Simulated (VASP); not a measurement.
Input of a VASP 6.6.1 run:

INCAR

```
SYSTEM = Co
PREC     = Accurate       ! precision mode
ENCUT    = 520            ! plane-wave cutoff, eV
EDIFF    = 1E-6           ! SCF threshold, eV
ISMEAR   = -1             ! smearing method
SIGMA    = 0.1            ! smearing width, eV
LREAL    = .False.        ! projectors in reciprocal space
LASPH    = .True.         ! aspherical terms in the spheres
NELM     = 150            ! most SCF steps
ALGO     = Normal         ! electronic algorithm
ISIF     = 2              ! what is computed and relaxed
LWAVE    = .False.        ! write WAVECAR
LCHARG   = .False.        ! write CHGCAR
ISPIN    = 2              ! spin polarisation
MAGMOM   = 3 -3           ! initial moments
LORBIT   = 11             ! projections on sites
LMAXMIX  = 4              ! l up to which the mixer works
GGA      = PE             ! functional
NBANDS   = 20             ! bands
```

KPOINTS

```
Automatic mesh
0
Gamma
  7 14 14
  0 0 0
```

File POSCAR:

```
Co
1.0
    0.0000000000      3.5921000000      3.5921000000
    1.7960500000      0.0000000000      1.7960500000
    1.7960500000      1.7960500000      0.0000000000
Co
2
Direct
    0.0000000000      0.0000000000      0.0000000000
    0.5000000000      0.0000000000      0.0000000000
```

Potentials or basis: VASP PAW PBE potentials, release 64 (Co).

Launch:

```console
$ cat potpaw_PBE.64/Co/POTCAR > POTCAR
$ mpirun -np 1 vasp_std > vasp.out
```

Problem. What does it give for the pressure?

Solution. -15.2 GPa.

Problem. Estimate the band gap on the k mesh.

Solution. Zero (filled and empty bands overlap).

Stress tensor (GPa, compression positive):
```
-15.17  -1.72  -1.72
 -1.72 -15.17   1.72
 -1.72   1.72 -15.17
```

Caveat: the cell stands under tension.
